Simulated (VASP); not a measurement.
# Se (Fm-3m) in VASP: single point with PBEsol

Aim: the single point of Se with PBEsol.

All numbers are computed with VASP 6.6.1; they aren't measurements. Logs are shortened: lines on timing, memory, paths and dates and some standing lists are left out, and cuts for length are marked.

## Step 1: The cell of the first run

It takes space group Fm-3m (No. 225, cubic). The conventional cell has a = 6.020 Å, b = 6.020 Å, c = 6.020 Å, α = 90.00°, β = 90.00°, γ = 90.00°. Within 5.6 Å of Se (site symmetry m-3m) lie 12 Se at 4.26 Å.

## Step 2: Single point, PBEsol

Input file INCAR:

```
SYSTEM = Se
  ALGO = Normal
  EDIFF = 1E-6
  ENCUT = 520
  GGA = PS
  ISIF = 2
  ISMEAR = -1
  LASPH = .TRUE.
  LCHARG = .TRUE.
  LELF = .TRUE.
  LREAL = .FALSE.
  LVHAR = .TRUE.
  LWAVE = .FALSE.
  NBANDS = 9
  NELM = 60
  PREC = Accurate
  SIGMA = 0.1
```

Input file KPOINTS:

```
k-points
0
G
  5 5 5
  0 0 0
```

Input file POSCAR:

```
Se
1.0
    0.0000000000      3.0100000000      3.0100000000
    3.0100000000      0.0000000000      3.0100000000
    3.0100000000      3.0100000000      0.0000000000
Se
1
Direct
    0.5000000000      0.5000000000      0.5000000000
```

Potentials or basis: VASP PAW PBE potentials, release 64 (Se).

Command:

```console
$ cat potpaw_PBE.64/Se/POTCAR > POTCAR
$ mpirun -np 1 vasp_std > vasp.out
```

OUTCAR:

```text
SYSTEM = Se
   EDIFF = 1E-6
   ENCUT = 520
   GGA = PS
   ISIF = 2
   ISMEAR = -1
   LASPH = .TRUE.
   LREAL = .FALSE.
   NELM = 60
   PREC = Accurate

 ion  position               nearest neighbor table
   1  0.500  0.500  0.500-

  LATTYP: Found a face centered cubic cell.
 ALAT       =     6.0200000000

  Lattice vectors:

 A1 = (   0.0000000000,   3.0100000000,   3.0100000000)
 A2 = (   3.0100000000,   0.0000000000,   3.0100000000)
 A3 = (   3.0100000000,   3.0100000000,   0.0000000000)

Analysis of symmetry for initial positions (statically):
=====================================================================
 Subroutine PRICEL returns:
 Original cell was already a primitive cell.

 Routine SETGRP: Setting up the symmetry group for a
 face centered cubic supercell.

 Subroutine GETGRP returns: Found 48 space group operations
 (whereof 48 operations were pure point group operations)
 out of a pool of 48 trial point group operations.

The static configuration has the point symmetry O_h .

Analysis of symmetry for dynamics (positions and initial velocities):
=====================================================================
 Subroutine PRICEL returns:
 Original cell was already a primitive cell.

 Routine SETGRP: Setting up the symmetry group for a
 face centered cubic supercell.

 Subroutine GETGRP returns: Found 48 space group operations
 (whereof 48 operations were pure point group operations)
 out of a pool of 48 trial point group operations.

The dynamic configuration has the point symmetry O_h .

 Subroutine INISYM returns: Found 48 space group operations
 (whereof 48 operations are pure point group operations),
 and found     1 'primitive' translations

----------------------------------------------------------------------------------------

                                     Primitive cell

  volume of cell :      54.5418

  direct lattice vectors                    reciprocal lattice vectors
     0.000000000  3.010000000  3.010000000    -0.166112957  0.166112957  0.166112957
     3.010000000  0.000000000  3.010000000     0.166112957 -0.166112957  0.166112957
     3.010000000  3.010000000  0.000000000     0.166112957  0.166112957 -0.166112957

  length of vectors
     4.256782823  4.256782823  4.256782823     0.287716081  0.287716081  0.287716081

  position of ions in fractional coordinates (direct lattice)
     0.500000000  0.500000000  0.500000000

  ion indices of the primitive-cell ions
   primitive index   ion index
                 1           1

----------------------------------------------------------------------------------------

 KPOINTS: k-points

Automatic generation of k-mesh.
 Grid dimensions read from file:
 generate k-points for:    5    5    5

 Generating k-lattice:

  Cartesian coordinates                     Fractional coordinates (reciprocal lattice)
    -0.033222591  0.033222591  0.033222591     0.200000000  0.000000000  0.000000000
     0.033222591 -0.033222591  0.033222591     0.000000000  0.200000000  0.000000000
     0.033222591  0.033222591 -0.033222591     0.000000000  0.000000000  0.200000000

  Length of vectors
     0.057543216  0.057543216  0.057543216

  Shift w.r.t. Gamma in fractional coordinates (k-lattice)
     0.000000000  0.000000000  0.000000000

 Subroutine IBZKPT returns following result:
 ===========================================

 Found     10 irreducible k-points:

 Following reciprocal coordinates:
            Coordinates               Weight
  0.000000  0.000000  0.000000      1.000000
  0.200000  0.000000  0.000000      8.000000
  0.400000  0.000000  0.000000      8.000000
  0.200000  0.200000  0.000000      6.000000
  0.400000  0.200000  0.000000     24.000000
 -0.400000  0.200000  0.000000     24.000000
 -0.200000  0.200000  0.000000     12.000000
  0.400000  0.400000  0.000000      6.000000
 -0.400000  0.400000  0.000000     12.000000
 -0.400000  0.400000  0.200000     24.000000
   k-points           NKPTS =     10   k-points in BZ     NKDIM =     10   number of bands    NBANDS=      9
   number of dos      NEDOS =    301   number of ions     NIONS =      1
   total plane-waves  NPLWV =  32768
   dimension x,y,z NGX =    32 NGY =   32 NGZ =   32
   dimension x,y,z NGXF=    64 NGYF=   64 NGZF=   64
   ions per type =               1
   NGX,Y,Z   is equivalent  to a cutoff of  12.50, 12.50, 12.50 a.u.
   NGXF,Y,Z  is equivalent  to a cutoff of  24.99, 24.99, 24.99 a.u.
 SYSTEM =  Se
   PREC   = accura    normal or accurate (medium, high low for compatibility)
   ISTART =      0    job   : 0-new  1-cont  2-samecut
   ICHARG =      2    charge: 1-file 2-atom 10-const
   ISPIN  =      1    spin polarized calculation?
   LNONCOLLINEAR =      F non collinear calculations
   LSORBIT =      F    spin-orbit coupling
   LASPH  =      T    aspherical Exc in radial PAW
   ENCUT  =  520.0 eV  38.22 Ry    6.18 a.u.   7.91  7.91  7.91*2*pi/ulx,y,z
   NELM   =     60;   NELMIN=  2; NELMDL= -5     # of ELM steps
   EDIFF  = 0.1E-05   stopping-criterion for ELM
   LREAL  =      F    real-space projection
   EDIFFG = 0.1E-04   stopping-criterion for IOM
   NSW    =      0    number of steps for IOM
   IBRION =     -1    ionic relax: 0-MD 1-quasi-New 2-CG
   NFREE  =      0    steps in history (QN), initial steepest desc. (CG)
   ISIF   =      2    stress and relaxation
   ISYM   =      2    0-nonsym 1-usesym 2-fastsym
   POTIM  = 0.5000    time-step for ionic-motion
   TEBEG  =    0.0;   TEEND  =   0.0 temperature during run
   PSTRESS=    0.0 pullay stress
   NELECT =       6.0000    total number of electrons
   NUPDOWN=      -1.0000    fix difference up-down
   EMIN   =  10.00;   EMAX   =-10.00  energy-range for DOS
   EFERMI =   0.00;   METHOD = LEGACY
   ISMEAR =    -1;   SIGMA  =   0.10  broadening in eV -4-tet -1-fermi 0-gaus
   EFERMI_NEDOS =   21; number of points for ismear=-14 and -15
   IALGO  =     38    algorithm
   IMIX   =      4    mixing-type and parameters
     AMIX     =   0.40;   BMIX     =  1.00
     AMIX_MAG =   1.60;   BMIX_MAG =  1.00
  volume/ion in A,a.u.               =      54.54       368.07
  Fermi-wavevector in a.u.,A,eV,Ry     =   0.784420  1.482339  8.371869  0.615315
  Thomas-Fermi vector in A             =   1.888549
   LORBIT       =      0    0 simple, 1 ext, 2 COOP (PROOUT), +10 PAW based schemes
   GGA     = PS    functional components
   LHFCALC =     F    Hartree Fock is set to
   AEXX    =    0.0000 exact exchange contribution
   IVDW    =     0    specifies the selected vdW correction
   LEPSILON=     F    determine dielectric tensor
   LRPA    =     F    only Hartree local field effects (RPA)
 non-spin polarized calculation
  energy-cutoff  :      520.00
  volume of cell :       54.54
 maximum number of plane-waves:      1479
   NGX = 15   NGY = 15   NGZ = 15

 number of electron       6.0000001 magnetization

 Free energy of the ion-electron system (eV)
  ---------------------------------------------------
  ext. energy  EPLUGINS =         0.00000000
  ---------------------------------------------------
  free energy    TOTEN  =        -1.23074472 eV

  energy without entropy =       -1.08445499  energy(sigma->0) =       -1.15759986

 E-fermi :  -2.5307     XC(G=0):  -6.6304

 val. band max:       -2.5469359909   @ k =   0.4000   0.2000   0.0000
 cond. band min:      -2.4205300470   @ k =   0.4000   0.2000   0.0000
 fundamental gap:      0.1264059439
 Fermi energy:        -2.5306573788

 k-point     1 :       0.0000    0.0000    0.0000
  band No.  band energies     occupation
      1     -14.0287      2.00000
      2      -2.0196      0.01200
      3      -2.0196      0.01200
      4      -2.0196      0.01200
      5       2.5286      0.00000
      6       7.9739      0.00000
      7       7.9739      0.00000
      8       7.9739      0.00000
      9      10.4834      0.00000

 k-point     2 :       0.2000    0.0000    0.0000
  band No.  band energies     occupation
      1     -13.9318      2.00000
      2      -2.8771      1.93929
      3      -2.1016      0.02703
      4      -2.1016      0.02703
      5       3.5888      0.00000
      6       7.0205      0.00000
      7       8.2070      0.00000
      8       8.2070      0.00000
      9       9.8709      0.00000

 k-point     3 :       0.4000    0.0000    0.0000
  band No.  band energies     occupation
      1     -13.7651      2.00000
      2      -3.8920      2.00000
      3      -2.2258      0.09058
      4      -2.2258      0.09058
      5       4.3455      0.00000
      6       7.3585      0.00000
      7       7.6952      0.00000
      8       7.6952      0.00000
      9      10.4518      0.00000

 k-point     4 :       0.2000    0.2000    0.0000
  band No.  band energies     occupation
      1     -13.8999      2.00000
      2      -2.8525      1.92301
      3      -2.2740      0.14263
      4      -2.2740      0.14263
      5       3.9411      0.00000
      6       6.4324      0.00000
      7       7.9489      0.00000
      8       8.7855      0.00000
      9       8.7855      0.00000

 k-point     5 :       0.4000    0.2000    0.0000
  band No.  band energies     occupation
      1     -13.7556      2.00000
      2      -3.5806      1.99994
      3      -2.5469      1.08121
      4      -2.4205      0.49900
      5       4.8577      0.00000
      6       6.1964      0.00000
      7       7.0430      0.00000
      8       8.7950      0.00000
      9      10.4069      0.00000

 k-point     6 :      -0.4000    0.2000    0.0000
  band No.  band energies     occupation
      1     -13.6971      2.00000
      2      -3.8024      1.99999
      3      -2.8314      1.90580
      4      -2.3515      0.28586
      5       5.2756      0.00000
      6       6.1313      0.00000
      7       7.5829      0.00000
      8       8.3280      0.00000
      9      11.3316      0.00000

 k-point     7 :      -0.2000    0.2000    0.0000
  band No.  band energies     occupation
      1     -13.8105      2.00000
      2      -3.3737      1.99956
      3      -2.6164      1.40414
      4      -2.1545      0.04544
      5       4.8197      0.00000
      6       6.6469      0.00000
      7       7.0315      0.00000
      8       8.5404      0.00000
      9       9.1445      0.00000

 k-point     8 :       0.4000    0.4000    0.0000
  band No.  band energies     occupation
      1     -13.6801      2.00000
      2      -3.7310      1.99999
      3      -2.6423      1.50649
      4      -2.6423      1.50649
      5       4.2088      0.00000
      6       5.2385      0.00000
      7       8.3993      0.00000
      8      10.8752      0.00000
      9      10.8752      0.00000

 k-point     9 :      -0.4000    0.4000    0.0000
  band No.  band energies     occupation
      1     -13.6433      2.00000
      2      -3.6749      1.99998
      3      -3.0866      1.99233
      4      -2.6038      1.35045
      5       4.5437      0.00000
      6       5.7518      0.00000
      7       8.2529      0.00000
      8      10.0582      0.00000
      9      10.6135      0.00000

 k-point    10 :      -0.4000    0.4000    0.2000
  band No.  band energies     occupation
      1     -13.6642      2.00000
      2      -3.5661      1.99994
      3      -3.0902      1.99259
      4      -2.6339      1.47472
      5       5.3014      0.00000
      6       6.3838      0.00000
      7       6.7542      0.00000
      8       9.0051      0.00000
      9      11.2098      0.00000

------------------------ aborting loop because EDIFF is reached ----------------------------------------

  FORCE on cell =-STRESS in cart. coord.  units (eV):
  Direction    XX          YY          ZZ          XY          YZ          ZX
  --------------------------------------------------------------------------------------
  -------------------------------------------------------------------------------------
  Total       -1.8550110     -1.8550110     -1.8550110     -0.0000000     -0.0000000      0.0000000
  in kB      -54.4913515    -54.4913515    -54.4913515     -0.0000000     -0.0000000      0.0000000
  external PRESSURE =     -54.4913515 kB  Pullay stress =       0.0000000 kB

 VOLUME and BASIS-vectors are now :
 -----------------------------------------------------------------------------
  energy-cutoff  :      520.00
  volume of cell :       54.54
      direct lattice vectors                 reciprocal lattice vectors
     0.000000000  3.010000000  3.010000000    -0.166112957  0.166112957  0.166112957
     3.010000000  0.000000000  3.010000000     0.166112957 -0.166112957  0.166112957
     3.010000000  3.010000000  0.000000000     0.166112957  0.166112957 -0.166112957

 POSITION                                       TOTAL-FORCE (eV/Angst)
 -----------------------------------------------------------------------------------
      3.01000      3.01000      3.01000         0.000000      0.000000      0.000000
 -----------------------------------------------------------------------------------
    total drift:                               -0.000000     -0.000000      0.000000

  FREE ENERGIE OF THE ION-ELECTRON SYSTEM (eV)
  ---------------------------------------------------
  free  energy   TOTEN  =        -1.2307447210 eV

  energy  without entropy=       -1.0844549891  energy(sigma->0) =       -1.15759986
```

It took 6.8 s on 1 thread of Intel Xeon Platinum 8559C (Emerald Rapids), shared host; peak memory 0.16 GiB.

Results:

```
Free energy            : -1.2307 eV
Pressure               : -5.4 GPa
Band gap on the k mesh : zero (band 3 reaches -2.02 eV, above the bottom of band 4 at -2.64 eV)
```

Caveat: the k points lie up to 0.36 Å⁻¹ apart; the PAW data sets were made with another functional, which shifts forces and pressure a little.
